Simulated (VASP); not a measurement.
# TiTe2 (Cm) in VASP: a series of runs, part 2 of 2

VASP 6.6.1. Earlier steps stand in the parts before.

**3. Single point, PBE**

The input, INCAR:

```
PREC = Accurate
ENCUT = 520
EDIFF = 1E-6
ISMEAR = 0
SIGMA = 0.15
LREAL = False
LASPH = True
NELM = 100
ALGO = Normal
ISIF = 2
LWAVE = False
LCHARG = False
GGA = PE
NBANDS = 19
```

The input, KPOINTS:

```
regular mesh
0
Gamma
  12 12 8
```

The input, POSCAR:

```
TiTe2
1.0
    3.7770008876      0.0000000000      0.0000000000
   -1.8885004438      3.2709787188      0.0000000000
    0.0000000000      0.0000000000      6.4980000000
Ti Te
1 2
Direct
   -0.0105305139     -0.0210610278      0.0083022572
    0.6666666667      0.3333333333      0.2628000000
    0.3333333333      0.6666666667      0.7372000000
```

Potentials or basis: VASP PAW PBE potentials, release 64 (Ti_sv, Te).

Run with:

```console
cat potpaw_PBE.64/Ti_sv/POTCAR potpaw_PBE.64/Te/POTCAR > POTCAR
mpirun -np 1 vasp_std > vasp.out
```

OUTCAR:

```text
PREC = Accurate
   ENCUT = 520
   EDIFF = 1E-6
   ISMEAR = 0
   LREAL = False
   LASPH = True
   NELM = 100
   ISIF = 2
   GGA = PE

 ion  position               nearest neighbor table
   1  0.989  0.979  0.008-   2 2.68   2 2.76   2 2.76   3 2.78   3 2.78   3 2.86
   2  0.667  0.333  0.263-   1 2.68   1 2.76   1 2.76
   3  0.333  0.667  0.737-   1 2.78   1 2.78   1 2.86

  LATTYP: Found a hexagonal cell.
 ALAT       =     3.7770008876
 C/A-ratio  =     1.7204126219

  Lattice vectors:

 A1 = (   3.7770008876,   0.0000000000,   0.0000000000)
 A2 = (  -1.8885004438,   3.2709787188,   0.0000000000)
 A3 = (   0.0000000000,   0.0000000000,   6.4980000000)

Analysis of symmetry for initial positions (statically):
=====================================================================
 Subroutine PRICEL returns:
 Original cell was already a primitive cell.

 Routine SETGRP: Setting up the symmetry group for a
 hexagonal supercell.

 Subroutine GETGRP returns: Found  2 space group operations
 (whereof  2 operations were pure point group operations)
 out of a pool of 24 trial point group operations.

The static configuration has the point symmetry C_1h.

Analysis of symmetry for dynamics (positions and initial velocities):
=====================================================================
 Subroutine PRICEL returns:
 Original cell was already a primitive cell.

 Routine SETGRP: Setting up the symmetry group for a
 hexagonal supercell.

 Subroutine GETGRP returns: Found  2 space group operations
 (whereof  2 operations were pure point group operations)
 out of a pool of 24 trial point group operations.

The dynamic configuration has the point symmetry C_1h.

 Subroutine INISYM returns: Found  2 space group operations
 (whereof  2 operations are pure point group operations),
 and found     1 'primitive' translations

----------------------------------------------------------------------------------------

[... 113 lines left out ...]
     AMIX     =   0.40;   BMIX     =  1.00
     AMIX_MAG =   1.60;   BMIX_MAG =  1.00
  volume/ion in A,a.u.               =      26.76       180.58
  Fermi-wavevector in a.u.,A,eV,Ry     =   1.094655  2.068597 16.303433  1.198269
  Thomas-Fermi vector in A             =   2.230963
   LORBIT       =      0    0 simple, 1 ext, 2 COOP (PROOUT), +10 PAW based schemes
   GGA     = PE    functional components
   LHFCALC =     F    Hartree Fock is set to
   AEXX    =    0.0000 exact exchange contribution
   IVDW    =     0    specifies the selected vdW correction
   LEPSILON=     F    determine dielectric tensor
   LRPA    =     F    only Hartree local field effects (RPA)
 non-spin polarized calculation
 Gauss-broadening in eV      SIGMA  =   0.15
  energy-cutoff  :      520.00
  volume of cell :       80.28
 maximum number of plane-waves:      2181
   NGX = 13   NGY = 13   NGZ = 25

 number of electron      24.0000003 magnetization

 Free energy of the ion-electron system (eV)
  ---------------------------------------------------
  ext. energy  EPLUGINS =         0.00000000
  ---------------------------------------------------
  free energy    TOTEN  =       -16.18584514 eV

  energy without entropy =      -16.17118031  energy(sigma->0) =      -16.17851273

 E-fermi :   6.8490     XC(G=0):  -9.8591

 val. band max:        6.8485051933   @ k =   0.0000   0.0833   0.5000
 cond. band min:       6.8494892501   @ k =   0.0000   0.0833   0.2500
 fundamental gap:      0.0009840569
 Fermi energy:         6.8490234331

 k-point     1 :       0.0000    0.0000    0.0000
  band No.  band energies     occupation
      1     -50.6545      2.00000
      2     -26.9155      2.00000
      3     -26.9150      2.00000
      4     -26.8697      2.00000
      5      -5.5863      2.00000
      6      -4.0793      2.00000
[... 505 lines left out ...]
      6      -3.5629      2.00000
[... 11 lines left out ...]
     18      12.3937      0.00000
     19      12.8618      0.00000

 [... further k-points ...]

------------------------ aborting loop because EDIFF is reached ----------------------------------------

  FORCE on cell =-STRESS in cart. coord.  units (eV):
  Direction    XX          YY          ZZ          XY          YZ          ZX
  --------------------------------------------------------------------------------------
  -------------------------------------------------------------------------------------
  Total        0.3016660      0.4670152      0.8685319      0.0000000     -0.1535713      0.0000000
  in kB        6.0204977      9.3204536     17.3337220      0.0000000     -3.0648995      0.0000000
  external PRESSURE =      10.8915578 kB  Pullay stress =       0.0000000 kB

 VOLUME and BASIS-vectors are now :
 -----------------------------------------------------------------------------
  energy-cutoff  :      520.00
  volume of cell :       80.28
      direct lattice vectors                 reciprocal lattice vectors
     3.777000888  0.000000000  0.000000000     0.264760330  0.152859448  0.000000000
    -1.888500444  3.270978719  0.000000000     0.000000000  0.305718895  0.000000000
     0.000000000  0.000000000  6.498000000     0.000000000  0.000000000  0.153893506

 POSITION                                       TOTAL-FORCE (eV/Angst)
 -----------------------------------------------------------------------------------
      1.88850      3.20209      0.05395         0.000000      0.301436     -0.574841
      1.88850      1.09033      1.70767        -0.000000     -0.200755      0.352380
     -0.00000      2.18065      4.79033         0.000000     -0.100682      0.222461
 -----------------------------------------------------------------------------------
    total drift:                               -0.000000     -0.000103      0.000211

  FREE ENERGIE OF THE ION-ELECTRON SYSTEM (eV)
  ---------------------------------------------------
  free  energy   TOTEN  =       -16.1858451421 eV

  energy  without entropy=      -16.1711803150  energy(sigma->0) =      -16.17851273
```

OSZICAR:

```text
N       E                     dE             d eps       ncg     rms          rms(c)
DAV:   1     0.180392227795E+03    0.18039E+03   -0.10492E+04 12160   0.119E+03
DAV:   2    -0.765456424903E+00   -0.18116E+03   -0.17577E+03 12573   0.306E+02
DAV:   3    -0.177576840939E+02   -0.16992E+02   -0.16597E+02 18840   0.860E+01
DAV:   4    -0.184039896364E+02   -0.64631E+00   -0.64296E+00 16186   0.156E+01
DAV:   5    -0.184263084219E+02   -0.22319E-01   -0.22308E-01 17253   0.282E+00    0.121E+01
DAV:   6    -0.186135751069E+02   -0.18727E+00   -0.38395E+01 13419   0.377E+01    0.145E+01
DAV:   7    -0.164466779875E+02    0.21669E+01   -0.32048E+01 15362   0.323E+01    0.548E+00
DAV:   8    -0.161853431745E+02    0.26133E+00   -0.15431E+00 14426   0.836E+00    0.173E+00
DAV:   9    -0.162100628007E+02   -0.24720E-01   -0.26121E-01 16535   0.315E+00    0.165E+00
DAV:  10    -0.161897824790E+02    0.20280E-01   -0.31408E-01 14558   0.370E+00    0.817E-01
DAV:  11    -0.161859409917E+02    0.38415E-02   -0.33431E-02 14158   0.130E+00    0.348E-01
DAV:  12    -0.161860321764E+02   -0.91185E-04   -0.29544E-03 14538   0.376E-01    0.250E-01
DAV:  13    -0.161858517762E+02    0.18040E-03   -0.67670E-04 14406   0.186E-01    0.539E-02
DAV:  14    -0.161858552236E+02   -0.34474E-05   -0.18822E-05 14037   0.338E-02    0.433E-02
DAV:  15    -0.161858483004E+02    0.69232E-05   -0.11265E-05 15435   0.248E-02    0.225E-02
DAV:  16    -0.161858449255E+02    0.33749E-05   -0.17602E-05 16035   0.253E-02    0.257E-03
DAV:  17    -0.161858451421E+02   -0.21654E-06   -0.35191E-07  7769   0.458E-03
   1 F= -.16185845E+02 E0= -.16178513E+02  d E =-.146648E-01
```

It took 6.4 min on 1 thread of Intel Xeon Platinum 8259CL at 2.50GHz (Skylake/Cascade Lake), shared host; peak memory 0.56 GiB.

Results:

```
Free energy            : -16.1858 eV
Pressure               : 1.1 GPa
Largest force          : 0.649 eV/Å
Band gap on the k mesh : zero (bands 12 and 13 overlap by 0.64 eV)
```

Forces on the atoms (eV/Å):
```
Ti   0.000  0.301 -0.575
Te   0.000 -0.201  0.352
Te   0.000 -0.101  0.222
```

Levels at points of the mesh, in eV from the Fermi level:
| k point | band 9 | band 10 | band 11 | band 12 | band 13 | band 14 | band 15 | band 16 |
| --- | --- | --- | --- | --- | --- | --- | --- | --- |
| (0.00, 0.00, 0.00) | -1.71 | 0.22 | 0.32 | 0.34 | 0.63 | 1.09 | 1.11 | 3.02 |
| (0.50, 0.00, 0.00) | -2.75 | -2.42 | -1.80 | -1.15 | 0.02 | 1.11 | 1.45 | 2.38 |
| (0.00, 0.50, 0.00) | -2.74 | -2.42 | -1.79 | -1.16 | 0.00 | 1.11 | 1.45 | 2.35 |
| (0.00, 0.00, 0.50) | -1.64 | -1.64 | 0.28 | 0.30 | 0.77 | 0.81 | 1.04 | 3.44 |
| (0.50, 0.00, 0.50) | -2.43 | -2.07 | -1.03 | -0.68 | -0.20 | 1.11 | 1.43 | 2.56 |
| (0.00, 0.50, 0.50) | -2.43 | -2.06 | -1.01 | -0.64 | -0.30 | 1.11 | 1.42 | 2.58 |

Caveat: the cell differs from its parent crystal (all Ti atoms moved +0.087 Å, as atom 1 towards its neighbour atom 2 (Te) at 2.770 Å); spin-orbit coupling is left out, which moves the levels of the heavy elements; this functional lacks dispersion, which binds layers or chains, so the pressure and a relaxed spacing across them are unreliable.

**4. Single point, PBE**

The input, INCAR:

```
SYSTEM = TiTe2
  PREC = Accurate
  ENCUT = 520
  EDIFF = 1E-6
  ISMEAR = 0
  SIGMA = 0.15
  LREAL = .False.
  LASPH = .True.
  NELM = 80
  ALGO = Normal
  ISIF = 2
  LWAVE = .False.
  LCHARG = .True.
  GGA = PE
  LELF = .True.
  LVHAR = .True.
  NBANDS = 19
```

The input, KPOINTS:

```
regular mesh
0
Gamma
  12 12 8
  0 0 0
```

POSCAR: that of step 3 with these lines changed.

```diff
@@ -8,3 +8,3 @@
 Direct
-   -0.0105305139     -0.0210610278      0.0083022572
+   -0.0075217957     -0.0150435913      0.0059301837
     0.6666666667      0.3333333333      0.2628000000
```

Run with:

```console
cat potpaw_PBE.64/Ti_sv/POTCAR potpaw_PBE.64/Te/POTCAR > POTCAR
mpirun -np 1 vasp_std > vasp.out
```

Run time: 6 min. Hardware: 1 thread of Intel Xeon Platinum 8259CL at 2.50GHz (Skylake/Cascade Lake), shared host; peak memory 0.56 GiB.

The run converged. Its results:

```
Free energy            : -16.1984 eV
Pressure               : 1.0 GPa
Largest force          : 0.458 eV/Å
Band gap on the k mesh : zero (bands 12 and 13 overlap by 0.65 eV)
```

Forces on the atoms (eV/Å):
```
Ti   0.000  0.210 -0.408
Te   0.000 -0.130  0.256
Te   0.000 -0.079  0.152
```

Stress tensor (GPa, compression positive):
```
 0.59  0.00  0.00
 0.00  0.76 -0.16
 0.00 -0.16  1.65
```

Levels at points of the mesh, in eV from the Fermi level:
```tsv
k point	band 8	band 9	band 10	band 11	band 12	band 13	band 14	band 15	band 16	band 17
(0.00, 0.00, 0.00)	-1.71	-1.71	0.27	0.35	0.36	0.60	1.07	1.08	3.03	3.03
(0.50, 0.00, 0.00)	-3.71	-2.74	-2.42	-1.79	-1.15	0.01	1.12	1.45	2.39	3.31
(0.00, 0.50, 0.00)	-3.71	-2.73	-2.42	-1.78	-1.16	0.00	1.12	1.45	2.37	3.32
(0.00, 0.00, 0.50)	-2.67	-1.63	-1.63	0.32	0.33	0.75	0.78	1.02	3.45	3.46
(0.50, 0.00, 0.50)	-4.56	-2.43	-2.06	-1.01	-0.66	-0.24	1.12	1.43	2.57	3.45
(0.00, 0.50, 0.50)	-4.56	-2.43	-2.05	-1.00	-0.63	-0.29	1.11	1.43	2.58	3.42
```

Caveat: the cell differs from its parent crystal (all Ti atoms moved +0.062 Å, as atom 1 towards its neighbour atom 2 (Te) at 2.770 Å); spin-orbit coupling is left out, which moves the levels of the heavy elements; this functional lacks dispersion, which binds layers or chains, so the pressure and a relaxed spacing across them are unreliable.

**5. Overview**

```csv
cell,gap on the mesh (eV),pressure (GPa),largest force (eV/Å)
"as given, atomic positions A",none,0.9,0.18
"as given, atomic positions B",none,1.1,0.65
"as given, atomic positions C",none,1.0,0.46
```

Alike in all rows: task single point; level PBE; potentials or basis VASP PAW PBE potentials, release 64 (Ti_sv, Te); no spin polarisation; k mesh 12 × 12 × 8; cutoff (eV) 520; smearing gaussian 0.15 eV.

Caveats: spin-orbit coupling is left out, which moves the levels of the heavy elements; this functional lacks dispersion, which binds layers or chains, so the pressure and a relaxed spacing across them are unreliable.

Total energies depend on the potentials used, so only differences within one code and one set of settings carry meaning.
